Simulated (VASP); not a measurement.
# La2O in VASP: further runs, part 2 of 2

VASP 6.6.1. The steps go on from the part before.

## (3) Single point, PBE

This run uses another cell than the first one, of 26.83 Å³/atom.

Contents of INCAR:

```
PREC = Accurate
ENCUT = 520
EDIFF = 1E-6
ISMEAR = 0
SIGMA = 0.2
LREAL = False
LASPH = True
NELM = 100
ALGO = Normal
ISIF = 2
LWAVE = False
LCHARG = True
GGA = PE
LELF = True
LVHAR = True
NBANDS = 52
```

Contents of KPOINTS:

```
regular mesh
0
Gamma
  6 6 1
```

Contents of POSCAR:

```
La2O
1.0
    3.8389391694      0.0012594337     -0.0020330873
   -1.9183908948      3.3220977483     -0.0026913049
   -0.0117991466     -0.0234658229     18.9281176062
La O
6 3
Direct
    0.3352000740      0.6686160336      0.0792337590
    0.6705098998      0.3375941044      0.2518983910
    0.6674128789      0.3337275831      0.9207602186
    0.3321879624      0.6651351242      0.7480758656
    0.3286170822      0.6623280849      0.4247940133
    0.6622655106      0.3292192466      0.5753033061
    0.6692189545      0.3359218793      0.1297710177
    0.3332780307      0.6663114448      0.8701761702
    1.0013096070      1.0011464992     -0.0000127414
```

Potentials or basis: VASP PAW PBE potentials, release 64 (La, O).

Command:

```
cat potpaw_PBE.64/La/POTCAR potpaw_PBE.64/O/POTCAR > POTCAR
mpirun -np 1 vasp_std > vasp.out
```

OUTCAR:

```text
PREC = Accurate
   ENCUT = 520
   EDIFF = 1E-6
   ISMEAR = 0
   LREAL = False
   LASPH = True
   NELM = 100
   ISIF = 2
   GGA = PE

 ion  position               nearest neighbor table
   1  0.335  0.669  0.079-   7 2.41   7 2.41   7 2.41   9 2.67   9 2.68   9 2.68
   2  0.671  0.338  0.252-   7 2.31
   3  0.667  0.334  0.921-   8 2.41   8 2.41   8 2.41   9 2.67   9 2.67   9 2.68
   4  0.332  0.665  0.748-   8 2.31
   5  0.329  0.662  0.425-   6 3.61   6 3.61   6 3.61
   6  0.662  0.329  0.575-   5 3.61   5 3.61   5 3.61
   7  0.669  0.336  0.130-   2 2.31   1 2.41   1 2.41   1 2.41
   8  0.333  0.666  0.870-   4 2.31   3 2.41   3 2.41   3 2.41
   9  0.001  0.001  1.000-   3 2.67   1 2.67   3 2.67   1 2.68   3 2.68   1 2.68

  LATTYP: Found a triclinic cell.
 ALAT       =     3.8383891093
 B/A-ratio  =     1.0001434990
 C/A-ratio  =     4.9312707208
 COS(alpha) =     0.0011533676
 COS(beta)  =     0.0026161143
 COS(gamma) =     0.5006372821

  Lattice vectors:

 A1 = (   1.9205482746,   3.3233571820,  -0.0047243922)
 A2 = (   3.8389391694,   0.0012594337,  -0.0020330873)
 A3 = (   0.0117991466,   0.0234658229, -18.9281176062)

Analysis of symmetry for initial positions (statically):
=====================================================================
 Subroutine PRICEL returns:
 Original cell was already a primitive cell.

 Routine SETGRP: Setting up the symmetry group for a
 triclinic supercell.

 Subroutine GETGRP returns: Found  1 space group operations
 (whereof  1 operations were pure point group operations)
 out of a pool of  2 trial point group operations.

The static configuration has the point symmetry C_1 .

Analysis of symmetry for dynamics (positions and initial velocities):
=====================================================================
 Subroutine PRICEL returns:
 Original cell was already a primitive cell.

 Routine SETGRP: Setting up the symmetry group for a
 triclinic supercell.

 Subroutine GETGRP returns: Found  1 space group operations
 (whereof  1 operations were pure point group operations)
 out of a pool of  2 trial point group operations.

The dynamic configuration has the point symmetry C_1 .

 Subroutine INISYM returns: Found  1 space group operations
 (whereof  1 operations are pure point group operations),
 and found     1 'primitive' translations

----------------------------------------------------------------------------------------

                                     Primitive cell

  volume of cell :     241.4419

  direct lattice vectors                    reciprocal lattice vectors
     3.838939169  0.001259434 -0.002033087     0.260439474  0.150394628  0.000348798
    -1.918390895  3.322097748 -0.002691305    -0.000098537  0.300958023  0.000373046
    -0.011799147 -0.023465823 18.928117606     0.000027960  0.000058946  0.052831546

  length of vectors
     3.838939914  3.836217449 18.928135829     0.300744718  0.300958271  0.052831586

  position of ions in fractional coordinates (direct lattice)
     0.335200074  0.668616034  0.079233759
     0.670509900  0.337594104  0.251898391
     0.667412879  0.333727583  0.920760219
     0.332187962  0.665135124  0.748075866
     0.328617082  0.662328085  0.424794013
[... 49 lines left out ...]
 -0.000000  0.166667 -0.000000      2.000000
  0.166667  0.166667  0.000000      2.000000
[... 12 lines left out ...]
  0.333333  0.500000  0.000000      2.000000
  0.500000  0.500000  0.000000      1.000000
   k-points           NKPTS =     20   k-points in BZ     NKDIM =     20   number of bands    NBANDS=     52
   number of dos      NEDOS =    301   number of ions     NIONS =      9
   total plane-waves  NPLWV = 129600
   dimension x,y,z NGX =    30 NGY =   30 NGZ =  144
   dimension x,y,z NGXF=    60 NGYF=   60 NGZF=  288
   ions per type =               6   3
   NGX,Y,Z   is equivalent  to a cutoff of  12.99, 13.00, 12.65 a.u.
   NGXF,Y,Z  is equivalent  to a cutoff of  25.98, 26.00, 25.30 a.u.
 SYSTEM =  unknown system
   PREC   = accura    normal or accurate (medium, high low for compatibility)
   ISTART =      0    job   : 0-new  1-cont  2-samecut
   ICHARG =      2    charge: 1-file 2-atom 10-const
   ISPIN  =      1    spin polarized calculation?
   LNONCOLLINEAR =      F non collinear calculations
   LSORBIT =      F    spin-orbit coupling
   LASPH  =      T    aspherical Exc in radial PAW
   ENCUT  =  520.0 eV  38.22 Ry    6.18 a.u.   7.14  7.13 35.19*2*pi/ulx,y,z
   NELM   =    100;   NELMIN=  2; NELMDL= -5     # of ELM steps
   EDIFF  = 0.1E-05   stopping-criterion for ELM
   LREAL  =      F    real-space projection
   EDIFFG = 0.1E-04   stopping-criterion for IOM
   NSW    =      0    number of steps for IOM
   IBRION =     -1    ionic relax: 0-MD 1-quasi-New 2-CG
   NFREE  =      0    steps in history (QN), initial steepest desc. (CG)
   ISIF   =      2    stress and relaxation
   ISYM   =      2    0-nonsym 1-usesym 2-fastsym
   POTIM  = 0.5000    time-step for ionic-motion
   TEBEG  =    0.0;   TEEND  =   0.0 temperature during run
   PSTRESS=    0.0 pullay stress
   NELECT =      84.0000    total number of electrons
   NUPDOWN=      -1.0000    fix difference up-down
   EMIN   =  10.00;   EMAX   =-10.00  energy-range for DOS
   EFERMI =   0.00;   METHOD = LEGACY
   ISMEAR =     0;   SIGMA  =   0.20  broadening in eV -4-tet -1-fermi 0-gaus
   EFERMI_NEDOS =   21; number of points for ismear=-14 and -15
   IALGO  =     38    algorithm
   IMIX   =      4    mixing-type and parameters
     AMIX     =   0.40;   BMIX     =  1.00
     AMIX_MAG =   1.60;   BMIX_MAG =  1.00
  volume/ion in A,a.u.               =      26.83       181.04
  Fermi-wavevector in a.u.,A,eV,Ry     =   1.151411  2.175851 18.037889  1.325747
  Thomas-Fermi vector in A             =   2.288069
   LORBIT       =      0    0 simple, 1 ext, 2 COOP (PROOUT), +10 PAW based schemes
   GGA     = PE    functional components
   LHFCALC =     F    Hartree Fock is set to
   AEXX    =    0.0000 exact exchange contribution
   IVDW    =     0    specifies the selected vdW correction
   LEPSILON=     F    determine dielectric tensor
   LRPA    =     F    only Hartree local field effects (RPA)
 non-spin polarized calculation
 Gauss-broadening in eV      SIGMA  =   0.20
  energy-cutoff  :      520.00
  volume of cell :      241.44
 maximum number of plane-waves:      6558
 NGX is ok and might be reduce to    30
   NGX = 15   NGY = 15   NGZ = 71

 number of electron      84.0000005 magnetization

 Free energy of the ion-electron system (eV)
  ---------------------------------------------------
  ext. energy  EPLUGINS =         0.00000000
  ---------------------------------------------------
  free energy    TOTEN  =       -60.83188957 eV

  energy without entropy =      -60.69645513  energy(sigma->0) =      -60.76417235

 E-fermi :   8.0017     XC(G=0):  -9.6812

 val. band max:        7.9241328386   @ k =   0.1667   0.0000   0.0000
 cond. band min:       8.0577264579   @ k =  -0.0000   0.3333   0.0000
 fundamental gap:      0.1335936193
 Fermi energy:         8.0017248286

 k-point     1 :       0.0000    0.0000    0.0000
  band No.  band energies     occupation
      1     -25.2690      2.00000
      2     -25.1463      2.00000
      3     -24.9151      2.00000
      4     -24.8674      2.00000
      5     -24.8511      2.00000
      6     -24.7499      2.00000
[... 1089 lines left out ...]
     51       9.5820      0.00000
     52       9.5903      0.00000

------------------------ aborting loop because EDIFF is reached ----------------------------------------

  FORCE on cell =-STRESS in cart. coord.  units (eV):
  Direction    XX          YY          ZZ          XY          YZ          ZX
  --------------------------------------------------------------------------------------
  -------------------------------------------------------------------------------------
  Total       -0.0463377     -0.0069712     -0.0115306     -0.0256109      0.0370433      0.0237737
  in kB       -0.3074909     -0.0462603     -0.0765157     -0.1699509      0.2458144      0.1577590
  external PRESSURE =      -0.1434223 kB  Pullay stress =       0.0000000 kB

 VOLUME and BASIS-vectors are now :
 -----------------------------------------------------------------------------
  energy-cutoff  :      520.00
  volume of cell :      241.44
      direct lattice vectors                 reciprocal lattice vectors
     3.838939169  0.001259434 -0.002033087     0.260439474  0.150394628  0.000348798
    -1.918390895  3.322097748 -0.002691305    -0.000098537  0.300958023  0.000373046
    -0.011799147 -0.023465823 18.928117606     0.000027960  0.000058946  0.052831546

 POSITION                                       TOTAL-FORCE (eV/Angst)
 -----------------------------------------------------------------------------------
      0.00321      2.21977      1.49726        -0.000343     -0.000763      0.009426
      1.92344      1.11645      4.76569         0.000657     -0.001180     -0.007012
      1.91107      1.08791     17.42600        -0.000261      0.000031     -0.011542
     -0.00957      2.19251     14.15720        -0.000553     -0.000706      0.008043
     -0.01408      2.19076      8.03810         0.000454      0.000808     -0.006830
      1.90404      1.08103     10.88718         0.000967      0.001179      0.004928
      1.92313      1.11376      2.45406        -0.000327      0.000587     -0.016381
     -0.00908      2.19355     16.46833        -0.000153      0.000144      0.019591
     -0.00897     -0.01966     18.92787        -0.000441     -0.000100     -0.000223
 -----------------------------------------------------------------------------------
    total drift:                                0.000002     -0.000176      0.000758

  FREE ENERGIE OF THE ION-ELECTRON SYSTEM (eV)
  ---------------------------------------------------
  free  energy   TOTEN  =       -60.8318895738 eV

  energy  without entropy=      -60.6964551263  energy(sigma->0) =      -60.76417235
```

Wall time 5.4 min (1 thread of Intel Xeon 6975P-C (Granite Rapids), shared host); peak memory 0.47 GiB.

Results:

* Free energy: -60.8319 eV
* Pressure: 0.0 GPa
* Largest force: 0.020 eV/Å
* Band gap on the k mesh: zero (bands 42 and 43 overlap by 0.80 eV)

Forces in eV/Å, atoms in the order of the input:
```
La   0.000 -0.001  0.009
La   0.001 -0.001 -0.007
La   0.000  0.000 -0.012
La  -0.001 -0.001  0.008
La   0.000  0.001 -0.007
La   0.001  0.001  0.005
O    0.000  0.001 -0.016
O    0.000  0.000  0.020
O    0.000  0.000  0.000
```

Caveat: spin-orbit coupling is left out, which moves the levels of the heavy elements.

The gap in the log of VASP goes by the Fermi energy; the results here count the filled bands.